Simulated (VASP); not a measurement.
# In (I4/mmm) in VASP: further runs

Runs on In. Level: PBE. Tasks: single point.

All numbers are computed with VASP 6.6.1; they aren't measurements. Logs are shortened: lines on timing, memory, paths and dates and some standing lists are left out, and cuts for length are marked.

## (1) The cell of the first run

Symmetry: I4/mmm, No. 139, tetragonal system. The conventional cell has a = 3.251 Å, b = 3.251 Å, c = 4.947 Å, α = 90.00°, β = 90.00°, γ = 90.00°. Within 4.3 Å of In (site symmetry 4/mmm) lie 12 In at 3.25 to 3.38 Å.

## (2) Single point, PBE

Contents of INCAR:

```
SYSTEM = In
  PREC = Accurate
  ENCUT = 520
  EDIFF = 1E-6
  ISMEAR = 0
  SIGMA = 0.013000000000000001
  LREAL = .FALSE.
  LASPH = .TRUE.
  NELM = 60
  ALGO = Normal
  ISIF = 2
  LWAVE = .FALSE.
  LCHARG = .FALSE.
  GGA = PE
  NBANDS = 12
```

Contents of KPOINTS:

```
regular mesh
0
G
  11 11 11
  0 0 0
```

Contents of POSCAR:

```
In
1.0
   -1.6254700000      1.6254700000      2.4737000000
    1.6254700000     -1.6254700000      2.4737000000
    1.6254700000      1.6254700000     -2.4737000000
In
1
Direct
    0.0000000000      0.0000000000      0.0000000000
```

Potentials or basis: VASP PAW PBE potentials, release 64 (In_d).

Launch:

```sh
> cat potpaw_PBE.64/In_d/POTCAR > POTCAR
> mpirun -np 1 vasp_std > vasp.out
```

OUTCAR:

```text
SYSTEM = In
   PREC = Accurate
   ENCUT = 520
   EDIFF = 1E-6
   ISMEAR = 0
   LREAL = .FALSE.
   LASPH = .TRUE.
   NELM = 60
   ISIF = 2
   GGA = PE

 ion  position               nearest neighbor table
   1  0.000  0.000  0.000-

  LATTYP: Found a body centered tetragonal cell.
 ALAT       =     3.2509400000
 C/A-ratio  =     1.5218367611

  Lattice vectors:

 A1 = (  -1.6254700000,   1.6254700000,   2.4737000000)
 A2 = (   1.6254700000,  -1.6254700000,   2.4737000000)
 A3 = (   1.6254700000,   1.6254700000,  -2.4737000000)

Analysis of symmetry for initial positions (statically):
=====================================================================
 Subroutine PRICEL returns:
 Original cell was already a primitive cell.

 Routine SETGRP: Setting up the symmetry group for a
 body centered tetragonal supercell.

 Subroutine GETGRP returns: Found 16 space group operations
 (whereof 16 operations were pure point group operations)
 out of a pool of 16 trial point group operations.

The static configuration has the point symmetry D_4h.

Analysis of symmetry for dynamics (positions and initial velocities):
=====================================================================
 Subroutine PRICEL returns:
 Original cell was already a primitive cell.

 Routine SETGRP: Setting up the symmetry group for a
 body centered tetragonal supercell.

 Subroutine GETGRP returns: Found 16 space group operations
 (whereof 16 operations were pure point group operations)
 out of a pool of 16 trial point group operations.

The dynamic configuration has the point symmetry D_4h.

 Subroutine INISYM returns: Found 16 space group operations
 (whereof 16 operations are pure point group operations),
 and found     1 'primitive' translations

----------------------------------------------------------------------------------------

                                     Primitive cell

  volume of cell :      26.1436

  direct lattice vectors                    reciprocal lattice vectors
    -1.625470000  1.625470000  2.473700000     0.000000000  0.307603339  0.202126369
     1.625470000 -1.625470000  2.473700000     0.307603339  0.000000000  0.202126369
     1.625470000  1.625470000 -2.473700000     0.307603339  0.307603339  0.000000000

  length of vectors
     3.376906444  3.376906444  3.376906444     0.368069129  0.368069129  0.435016814

  position of ions in fractional coordinates (direct lattice)
     0.000000000  0.000000000  0.000000000

  ion indices of the primitive-cell ions
   primitive index   ion index
                 1           1

----------------------------------------------------------------------------------------

 KPOINTS: regular mesh

Automatic generation of k-mesh.
 Grid dimensions read from file:
 generate k-points for:   11   11   11

 Generating k-lattice:

  Cartesian coordinates                     Fractional coordinates (reciprocal lattice)
     0.000000000  0.027963940  0.018375124     0.090909091  0.000000000 -0.000000000
     0.027963940  0.000000000  0.018375124     0.000000000  0.090909091 -0.000000000
     0.027963940  0.027963940  0.000000000     0.000000000  0.000000000  0.090909091

  Length of vectors
     0.033460830  0.033460830  0.039546983

  Shift w.r.t. Gamma in fractional coordinates (k-lattice)
     0.000000000  0.000000000  0.000000000

 Subroutine IBZKPT returns following result:
 ===========================================

 Found    126 irreducible k-points:

 Following reciprocal coordinates:
            Coordinates               Weight
  0.000000  0.000000  0.000000      1.000000
  0.090909  0.000000 -0.000000      8.000000
  0.181818  0.000000 -0.000000      8.000000
  0.272727  0.000000 -0.000000      8.000000
  0.363636  0.000000 -0.000000      8.000000
  0.454545  0.000000 -0.000000      8.000000
[... 16 lines left out ...]
 -0.272727  0.181818 -0.000000     16.000000
 -0.181818  0.181818  0.000000      4.000000
 [... further k-points ...]
   k-points           NKPTS =    126   k-points in BZ     NKDIM =    126   number of bands    NBANDS=     12
   number of dos      NEDOS =    301   number of ions     NIONS =      1
   total plane-waves  NPLWV =  21952
   dimension x,y,z NGX =    28 NGY =   28 NGZ =   28
   dimension x,y,z NGXF=    56 NGYF=   56 NGZF=   56
   ions per type =               1
   NGX,Y,Z   is equivalent  to a cutoff of  13.78, 13.78, 13.78 a.u.
   NGXF,Y,Z  is equivalent  to a cutoff of  27.57, 27.57, 27.57 a.u.
 SYSTEM =  In
   PREC   = accura    normal or accurate (medium, high low for compatibility)
   ISTART =      0    job   : 0-new  1-cont  2-samecut
   ICHARG =      2    charge: 1-file 2-atom 10-const
   ISPIN  =      1    spin polarized calculation?
   LNONCOLLINEAR =      F non collinear calculations
   LSORBIT =      F    spin-orbit coupling
   LASPH  =      T    aspherical Exc in radial PAW
   ENCUT  =  520.0 eV  38.22 Ry    6.18 a.u.   6.28  6.28  6.28*2*pi/ulx,y,z
   NELM   =     60;   NELMIN=  2; NELMDL= -5     # of ELM steps
   EDIFF  = 0.1E-05   stopping-criterion for ELM
   LREAL  =      F    real-space projection
   EDIFFG = 0.1E-04   stopping-criterion for IOM
   NSW    =      0    number of steps for IOM
   IBRION =     -1    ionic relax: 0-MD 1-quasi-New 2-CG
   NFREE  =      0    steps in history (QN), initial steepest desc. (CG)
   ISIF   =      2    stress and relaxation
   ISYM   =      2    0-nonsym 1-usesym 2-fastsym
   POTIM  = 0.5000    time-step for ionic-motion
   TEBEG  =    0.0;   TEEND  =   0.0 temperature during run
   PSTRESS=    0.0 pullay stress
   NELECT =      13.0000    total number of electrons
   NUPDOWN=      -1.0000    fix difference up-down
   EMIN   =  10.00;   EMAX   =-10.00  energy-range for DOS
   EFERMI =   0.00;   METHOD = LEGACY
   ISMEAR =     0;   SIGMA  =   0.01  broadening in eV -4-tet -1-fermi 0-gaus
   EFERMI_NEDOS =   21; number of points for ismear=-14 and -15
   IALGO  =     38    algorithm
   IMIX   =      4    mixing-type and parameters
     AMIX     =   0.40;   BMIX     =  1.00
     AMIX_MAG =   1.60;   BMIX_MAG =  1.00
  volume/ion in A,a.u.               =      26.14       176.43
  Fermi-wavevector in a.u.,A,eV,Ry     =   1.296983  2.450943 22.887245  1.682165
  Thomas-Fermi vector in A             =   2.428405
   LORBIT       =      0    0 simple, 1 ext, 2 COOP (PROOUT), +10 PAW based schemes
   GGA     = PE    functional components
   LHFCALC =     F    Hartree Fock is set to
   AEXX    =    0.0000 exact exchange contribution
   IVDW    =     0    specifies the selected vdW correction
   LEPSILON=     F    determine dielectric tensor
   LRPA    =     F    only Hartree local field effects (RPA)
 non-spin polarized calculation
 Gauss-broadening in eV      SIGMA  =   0.01
  energy-cutoff  :      520.00
  volume of cell :       26.14
 maximum number of plane-waves:       718
 NGX is ok and might be reduce to    28
   NGX = 13   NGY = 13   NGZ = 13

 number of electron      13.0000006 magnetization

 Free energy of the ion-electron system (eV)
  ---------------------------------------------------
  ext. energy  EPLUGINS =         0.00000000
  ---------------------------------------------------
  free energy    TOTEN  =        -2.54939274 eV

  energy without entropy =       -2.54937690  energy(sigma->0) =       -2.54938482

 E-fermi :   7.5680     XC(G=0): -10.2562

 val. band max:        7.5540819392   @ k =   0.3636   0.2727   0.1818
 cond. band min:       7.5923310786   @ k =  -0.4545  -0.4545   0.1818
 fundamental gap:      0.0382491394
 Fermi energy:         7.5679815464

 k-point     1 :       0.0000    0.0000    0.0000
  band No.  band energies     occupation
      1      -7.1756      2.00000
      2      -7.0717      2.00000
      3      -7.0717      2.00000
      4      -6.9912      2.00000
      5      -6.8853      2.00000
      6      -2.0182      2.00000
      7      18.0790      0.00000
      8      18.0790      0.00000
      9      18.2514      0.00000
     10      19.1096      0.00000
     11      21.4950      0.00000
     12      21.6204      0.00000

 k-point     2 :       0.0909    0.0000   -0.0000
  band No.  band energies     occupation
      1      -7.1631      2.00000
      2      -7.0727      2.00000
      3      -7.0589      2.00000
      4      -6.9881      2.00000
      5      -6.8902      2.00000
      6      -1.8367      2.00000
      7      16.0873      0.00000
      8      17.7561      0.00000
      9      17.8618      0.00000
     10      18.9198      0.00000
     11      21.8659      0.00000
     12      22.0976      0.00000

 k-point     3 :       0.1818    0.0000   -0.0000
  band No.  band energies     occupation
      1      -7.1437      2.00000
      2      -7.0825      2.00000
      3      -7.0328      2.00000
      4      -6.9602      2.00000
      5      -6.8952      2.00000
      6      -1.2859      2.00000
      7      12.9596      0.00000
      8      16.9029      0.00000
      9      17.4403      0.00000
     10      18.8604      0.00000
     11      20.7642      0.00000
     12      23.2060      0.00000
[... 286 lines left out ...]
 k-point    23 :      -0.2727    0.1818   -0.0000
  band No.  band energies     occupation
      1      -7.1649      2.00000
      2      -7.0379      2.00000
      3      -6.9865      2.00000
      4      -6.9624      2.00000
      5      -6.8731      2.00000
      6      -0.2941      2.00000
      7      12.2324      0.00000
      8      14.0448      0.00000
      9      15.2791      0.00000
     10      17.0922      0.00000
     11      18.0364      0.00000
     12      23.5995      0.00000

 k-point    24 :      -0.1818    0.1818    0.0000
  band No.  band energies     occupation
      1      -7.1417      2.00000
      2      -7.0434      2.00000
      3      -6.9970      2.00000
      4      -6.9922      2.00000
      5      -6.9083      2.00000
      6      -0.9973      2.00000
      7      14.7026      0.00000
      8      14.9536      0.00000
      9      15.6322      0.00000
     10      16.8607      0.00000
     11      19.0485      0.00000
     12      24.0114      0.00000

 [... further k-points ...]
[... 5 lines left out ...]
  --------------------------------------------------------------------------------------
  -------------------------------------------------------------------------------------
  Total        0.3574306      0.3574306      0.2490792      0.0000000     -0.0000000      0.0000000
  in kB       21.9047011     21.9047011     15.2645170      0.0000000     -0.0000000      0.0000000
  external PRESSURE =      19.6913064 kB  Pullay stress =       0.0000000 kB

 VOLUME and BASIS-vectors are now :
 -----------------------------------------------------------------------------
  energy-cutoff  :      520.00
  volume of cell :       26.14
      direct lattice vectors                 reciprocal lattice vectors
    -1.625470000  1.625470000  2.473700000     0.000000000  0.307603339  0.202126369
     1.625470000 -1.625470000  2.473700000     0.307603339  0.000000000  0.202126369
     1.625470000  1.625470000 -2.473700000     0.307603339  0.307603339  0.000000000

 POSITION                                       TOTAL-FORCE (eV/Angst)
 -----------------------------------------------------------------------------------
      0.00000      0.00000      0.00000         0.000000      0.000000      0.000000
 -----------------------------------------------------------------------------------
    total drift:                               -0.000000     -0.000000     -0.000000

  FREE ENERGIE OF THE ION-ELECTRON SYSTEM (eV)
  ---------------------------------------------------
  free  energy   TOTEN  =        -2.5493927427 eV

  energy  without entropy=       -2.5493769017  energy(sigma->0) =       -2.54938482
```

Run time: 43 s. Hardware: 1 thread of Intel Xeon Platinum 8259CL at 2.50GHz (Skylake/Cascade Lake), shared host; peak memory 0.18 GiB.

Results:

```
Free energy : -2.5494 eV
Pressure    : 2.0 GPa
```

Stress tensor (GPa, compression positive):
```
2.19 0.00 0.00
0.00 2.19 0.00
0.00 0.00 1.53
```

Caveat: spin-orbit coupling is left out, which moves the levels of the heavy elements.

## (3) Single point, PBE

Contents of INCAR:

```
SYSTEM = In
PREC = Accurate ; ENCUT = 520
EDIFF = 1E-7 ; ISMEAR = 0
SIGMA = 0.014 ; LREAL = .False.
LASPH = .True. ; NELM = 60
ALGO = Normal ; ISIF = 2
LWAVE = .False. ; LCHARG = .False.
GGA = PE ; NBANDS = 12
```

Contents of KPOINTS:

```
Automatic mesh
0
Gamma
  11 11 11
  0 0 0
```

POSCAR is that of step 2.

Potentials or basis: VASP PAW PBE potentials, release 64 (In_d).

Launch:

```sh
> cat potpaw_PBE.64/In_d/POTCAR > POTCAR
> mpirun -np 1 vasp_std > vasp.out
```

Run time: 54 s. Hardware: 1 thread of Intel Xeon Platinum 8259CL at 2.50GHz (Skylake/Cascade Lake), shared host; peak memory 0.18 GiB.

Results (log left out):

| Property | Result |
| --- | --- |
| Free energy | -2.5494 eV |
| Pressure | 2.0 GPa |

Stress tensor (GPa, compression positive):
```
2.19 0.00 0.00
0.00 2.19 0.00
0.00 0.00 1.53
```

Levels at points of the mesh, in eV from the Fermi level:
```
           k point  band 4  band 5  band 6  band 7  band 8  band 9
(0.00, 0.00, 0.00)  -14.56  -14.45   -9.59   10.51   10.51   10.68
```

Caveat: spin-orbit coupling is left out, which moves the levels of the heavy elements.
